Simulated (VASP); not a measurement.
# CdS (F-43m) in VASP: single point with r2SCAN

Aim: the single point of CdS with r2SCAN.

Everything below comes from runs of VASP 6.6.1. Logs are shortened: lines on timing, memory, paths and dates and some standing lists are left out, and cuts for length are marked.

## 1. The cell of the first run

Symmetry: F-43m, No. 216, cubic system. The conventional cell has a = 5.879 Å, b = 5.879 Å, c = 5.879 Å, α = 90.00°, β = 90.00°, γ = 90.00°. Cd (site symmetry -43m) has 4 S at 2.55 Å within 3.4 Å. S (site symmetry -43m) has 4 Cd at 2.55 Å within 3.4 Å.

## 2. Single point, r2SCAN

The input, POSCAR:

```
CdS
1.0
    0.0000000000      2.9393400431      2.9393400431
    2.9393400431      0.0000000000      2.9393400431
    2.9393400431      2.9393400431      0.0000000000
Cd S
1 1
Direct
    0.0000000000      0.0000000000      0.0000000000
    0.7500000000      0.7500000000      0.7500000000
```

The input, INCAR.step1:

```
PREC = Accurate
ENCUT = 550
ISMEAR = 0
SIGMA = 0.02
LREAL = F
LASPH = T
NELM = 120
NBANDS = 16
GGA = PE
ALGO = Normal
EDIFF = 1E-5
LWAVE = T
LCHARG = F
GGA_COMPAT = F
```

The input, INCAR.step2:

```
PREC = Accurate
ENCUT = 550
EDIFF = 1E-6
ISMEAR = 0
SIGMA = 0.02
LREAL = F
LASPH = T
NELM = 120
ALGO = Normal
ISIF = 2
LWAVE = F
LCHARG = T
METAGGA = R2SCAN
LMIXTAU = T
LELF = T
LVHAR = T
NBANDS = 16
ISTART = 1
GGA_COMPAT = F
```

The input, KPOINTS:

```
regular mesh
0
Gamma
  8 8 8
```

Potentials or basis: VASP PAW PBE potentials, release 64 (Cd, S).

Launch:

```bash
cat potpaw_PBE.64/Cd/POTCAR potpaw_PBE.64/S/POTCAR > POTCAR
cp INCAR.step1 INCAR
mpirun -np 1 vasp_std > vasp.out
cp INCAR.step2 INCAR
mpirun -np 1 vasp_std > vasp.out
```

OUTCAR:

```text
PREC = Accurate
   ENCUT = 550
   EDIFF = 1E-6
   ISMEAR = 0
   LREAL = F
   LASPH = T
   NELM = 120
   ISIF = 2
   METAGGA = R2SCAN
   ISTART = 1

 ion  position               nearest neighbor table
   1  0.000  0.000  0.000-   2 2.55   2 2.55   2 2.55   2 2.55
   2  0.750  0.750  0.750-   1 2.55   1 2.55   1 2.55   1 2.55

  LATTYP: Found a face centered cubic cell.
 ALAT       =     5.8786800862

  Lattice vectors:

 A1 = (   0.0000000000,   2.9393400431,   2.9393400431)
 A2 = (   2.9393400431,   0.0000000000,   2.9393400431)
 A3 = (   2.9393400431,   2.9393400431,   0.0000000000)

Analysis of symmetry for initial positions (statically):
=====================================================================
 Subroutine PRICEL returns:
 Original cell was already a primitive cell.

 Routine SETGRP: Setting up the symmetry group for a
 face centered cubic supercell.

 Subroutine GETGRP returns: Found 24 space group operations
 (whereof 24 operations were pure point group operations)
 out of a pool of 48 trial point group operations.

The static configuration has the point symmetry T_d .

Analysis of symmetry for dynamics (positions and initial velocities):
=====================================================================
 Subroutine PRICEL returns:
 Original cell was already a primitive cell.

 Routine SETGRP: Setting up the symmetry group for a
 face centered cubic supercell.

 Subroutine GETGRP returns: Found 24 space group operations
 (whereof 24 operations were pure point group operations)
 out of a pool of 48 trial point group operations.

The dynamic configuration has the point symmetry T_d .

 Subroutine INISYM returns: Found 24 space group operations
 (whereof 24 operations are pure point group operations),
 and found     1 'primitive' translations

----------------------------------------------------------------------------------------

                                     Primitive cell

  volume of cell :      50.7901

  direct lattice vectors                    reciprocal lattice vectors
     0.000000000  2.939340043  2.939340043    -0.170106212  0.170106212  0.170106212
     2.939340043  0.000000000  2.939340043     0.170106212 -0.170106212  0.170106212
     2.939340043  2.939340043  0.000000000     0.170106212  0.170106212 -0.170106212

  length of vectors
     4.156854553  4.156854553  4.156854553     0.294632602  0.294632602  0.294632602

  position of ions in fractional coordinates (direct lattice)
     0.000000000  0.000000000  0.000000000
     0.750000000  0.750000000  0.750000000

  ion indices of the primitive-cell ions
   primitive index   ion index
                 1           1
                 2           2

----------------------------------------------------------------------------------------

 KPOINTS: regular mesh

Automatic generation of k-mesh.
 Grid dimensions read from file:
 generate k-points for:    8    8    8

 Generating k-lattice:

  Cartesian coordinates                     Fractional coordinates (reciprocal lattice)
    -0.021263276  0.021263276  0.021263276     0.125000000  0.000000000  0.000000000
     0.021263276 -0.021263276  0.021263276     0.000000000  0.125000000  0.000000000
     0.021263276  0.021263276 -0.021263276     0.000000000  0.000000000  0.125000000

  Length of vectors
     0.036829075  0.036829075  0.036829075

  Shift w.r.t. Gamma in fractional coordinates (k-lattice)
     0.000000000  0.000000000  0.000000000

 Subroutine IBZKPT returns following result:
 ===========================================

 Found     29 irreducible k-points:

 Following reciprocal coordinates:
            Coordinates               Weight
  0.000000  0.000000  0.000000      1.000000
  0.125000  0.000000  0.000000      8.000000
  0.250000  0.000000  0.000000      8.000000
  0.375000  0.000000  0.000000      8.000000
  0.500000  0.000000  0.000000      4.000000
  0.125000  0.125000  0.000000      6.000000
[... 16 lines left out ...]
  0.500000  0.250000  0.125000     48.000000
 -0.375000  0.250000  0.125000     24.000000
 [... further k-points ...]
   k-points           NKPTS =     29   k-points in BZ     NKDIM =     29   number of bands    NBANDS=     16
   number of dos      NEDOS =    301   number of ions     NIONS =      2
   total plane-waves  NPLWV =  32768
   dimension x,y,z NGX =    32 NGY =   32 NGZ =   32
   dimension x,y,z NGXF=    64 NGYF=   64 NGZF=   64
   ions per type =               1   1
   NGX,Y,Z   is equivalent  to a cutoff of  12.80, 12.80, 12.80 a.u.
   NGXF,Y,Z  is equivalent  to a cutoff of  25.60, 25.60, 25.60 a.u.
 SYSTEM =  unknown system
   PREC   = accura    normal or accurate (medium, high low for compatibility)
   ISTART =      1    job   : 0-new  1-cont  2-samecut
   ICHARG =      0    charge: 1-file 2-atom 10-const
   ISPIN  =      1    spin polarized calculation?
   LNONCOLLINEAR =      F non collinear calculations
   LSORBIT =      F    spin-orbit coupling
   LASPH  =      T    aspherical Exc in radial PAW
   ENCUT  =  550.0 eV  40.42 Ry    6.36 a.u.   7.95  7.95  7.95*2*pi/ulx,y,z
   NELM   =    120;   NELMIN=  2; NELMDL=  0     # of ELM steps
   EDIFF  = 0.1E-05   stopping-criterion for ELM
   LREAL  =      F    real-space projection
   EDIFFG = 0.1E-04   stopping-criterion for IOM
   NSW    =      0    number of steps for IOM
   IBRION =     -1    ionic relax: 0-MD 1-quasi-New 2-CG
   NFREE  =      0    steps in history (QN), initial steepest desc. (CG)
   ISIF   =      2    stress and relaxation
   ISYM   =      2    0-nonsym 1-usesym 2-fastsym
   POTIM  = 0.5000    time-step for ionic-motion
   TEBEG  =    0.0;   TEEND  =   0.0 temperature during run
   PSTRESS=    0.0 pullay stress
   NELECT =      18.0000    total number of electrons
   NUPDOWN=      -1.0000    fix difference up-down
   EMIN   =  10.00;   EMAX   =-10.00  energy-range for DOS
   EFERMI =   0.00;   METHOD = LEGACY
   ISMEAR =     0;   SIGMA  =   0.02  broadening in eV -4-tet -1-fermi 0-gaus
   EFERMI_NEDOS =   21; number of points for ismear=-14 and -15
   IALGO  =     38    algorithm
   IMIX   =      4    mixing-type and parameters
     AMIX     =   0.40;   BMIX     =  1.00
     AMIX_MAG =   1.60;   BMIX_MAG =  1.00
  volume/ion in A,a.u.               =      25.40       171.37
  Fermi-wavevector in a.u.,A,eV,Ry     =   1.158526  2.189297 18.261506  1.342183
  Thomas-Fermi vector in A             =   2.295127
   LORBIT       =      0    0 simple, 1 ext, 2 COOP (PROOUT), +10 PAW based schemes
   METAGGA = R2SCAN    functional components
   LHFCALC =     F    Hartree Fock is set to
   AEXX    =    0.0000 exact exchange contribution
   IVDW    =     0    specifies the selected vdW correction
   LEPSILON=     F    determine dielectric tensor
   LRPA    =     F    only Hartree local field effects (RPA)
 non-spin polarized calculation
 Gauss-broadening in eV      SIGMA  =   0.02
  energy-cutoff  :      550.00
  volume of cell :       50.79
 maximum number of plane-waves:      1524
   NGX = 15   NGY = 15   NGZ = 15

 number of electron      18.0000005 magnetization

 Free energy of the ion-electron system (eV)
  ---------------------------------------------------
  ext. energy  EPLUGINS =         0.00000000
  ---------------------------------------------------
  free energy    TOTEN  =       -29.68595508 eV

  energy without entropy =      -29.68595508  energy(sigma->0) =      -29.68595508

 E-fermi :   0.9461     XC(G=0):  -9.6184

 val. band max:        0.8513626353   @ k =   0.0000   0.0000   0.0000
 cond. band min:       2.3894298756   @ k =   0.0000   0.0000   0.0000
 fundamental gap:      1.5380672404
 Fermi energy:         0.9460754620

 k-point     1 :       0.0000    0.0000    0.0000
  band No.  band energies     occupation
      1     -11.8791      2.00000
      2      -7.0342      2.00000
      3      -7.0342      2.00000
      4      -7.0342      2.00000
      5      -6.5539      2.00000
      6      -6.5539      2.00000
[... 8 lines left out ...]
     15      12.8267      0.00000
     16      12.8267      0.00000

 k-point     2 :       0.1250    0.0000    0.0000
  band No.  band energies     occupation
      1     -11.8196      2.00000
      2      -7.0120      2.00000
      3      -7.0120      2.00000
      4      -6.9771      2.00000
      5      -6.5547      2.00000
      6      -6.5547      2.00000
[... 8 lines left out ...]
     15      12.1971      0.00000
     16      13.2632      0.00000

 k-point     3 :       0.2500    0.0000    0.0000
  band No.  band energies     occupation
      1     -11.6754      2.00000
      2      -6.9635      2.00000
      3      -6.9635      2.00000
      4      -6.7790      2.00000
      5      -6.5494      2.00000
      6      -6.5494      2.00000
[... 8 lines left out ...]
     15      11.9655      0.00000
     16      12.5381      0.00000

 k-point     4 :       0.3750    0.0000    0.0000
  band No.  band energies     occupation
      1     -11.5313      2.00000
      2      -6.9252      2.00000
      3      -6.9252      2.00000
      4      -6.5307      2.00000
      5      -6.5307      2.00000
      6      -6.4300      2.00000
[... 8 lines left out ...]
     15      12.8804      0.00000
     16      12.8804      0.00000
[... 324 lines left out ...]
 k-point    22 :       0.3750    0.2500    0.1250
  band No.  band energies     occupation
      1     -11.5696      2.00000
      2      -6.9108      2.00000
      3      -6.8847      2.00000
      4      -6.7112      2.00000
      5      -6.5449      2.00000
      6      -6.4954      2.00000
[... 8 lines left out ...]
     15      13.4075      0.00000
     16      15.1451      0.00000

 k-point    23 :       0.5000    0.2500    0.1250
  band No.  band energies     occupation
      1     -11.4561      2.00000
      2      -6.8733      2.00000
      3      -6.8497      2.00000
      4      -6.6149      2.00000
      5      -6.5213      2.00000
      6      -6.2692      2.00000
[... 8 lines left out ...]
     15      14.2448      0.00000
     16      14.5189      0.00000

 k-point    24 :      -0.3750    0.2500    0.1250
  band No.  band energies     occupation
      1     -11.4098      2.00000
      2      -6.8669      2.00000
      3      -6.8334      2.00000
      4      -6.5774      2.00000
      5      -6.5281      2.00000
      6      -6.0798      2.00000
[... 8 lines left out ...]
     15      13.6653      0.00000
     16      14.6111      0.00000

 [... further k-points ...]

------------------------ aborting loop because EDIFF is reached ----------------------------------------

  FORCE on cell =-STRESS in cart. coord.  units (eV):
  Direction    XX          YY          ZZ          XY          YZ          ZX
  --------------------------------------------------------------------------------------
  -------------------------------------------------------------------------------------
  Total        0.0836772      0.0836772      0.0836772      0.0000000      0.0000000      0.0000000
  in kB        2.6396014      2.6396014      2.6396014      0.0000000      0.0000000      0.0000000
  external PRESSURE =       2.6396014 kB  Pullay stress =       0.0000000 kB

 VOLUME and BASIS-vectors are now :
 -----------------------------------------------------------------------------
  energy-cutoff  :      550.00
  volume of cell :       50.79
      direct lattice vectors                 reciprocal lattice vectors
     0.000000000  2.939340043  2.939340043    -0.170106212  0.170106212  0.170106212
     2.939340043  0.000000000  2.939340043     0.170106212 -0.170106212  0.170106212
     2.939340043  2.939340043  0.000000000     0.170106212  0.170106212 -0.170106212

 POSITION                                       TOTAL-FORCE (eV/Angst)
 -----------------------------------------------------------------------------------
      0.00000      0.00000      0.00000        -0.000000     -0.000000     -0.000000
      4.40901      4.40901      4.40901         0.000000      0.000000      0.000000
 -----------------------------------------------------------------------------------
    total drift:                               -0.000000     -0.000000     -0.000000

  FREE ENERGIE OF THE ION-ELECTRON SYSTEM (eV)
  ---------------------------------------------------
  free  energy   TOTEN  =       -29.6859550793 eV

  energy  without entropy=      -29.6859550793  energy(sigma->0) =      -29.68595508
```

Wall time 2 min (1 thread of Intel Xeon 8259CL, shared host); peak memory 0.19 GiB.

Results:

```yaml
Free_energy: -29.6860 eV
Pressure: 0.3 GPa
Band_gap_on_the_k_mesh: 1.54 eV
```

Caveat: the PAW data sets were made with another functional, which shifts forces and pressure a little.
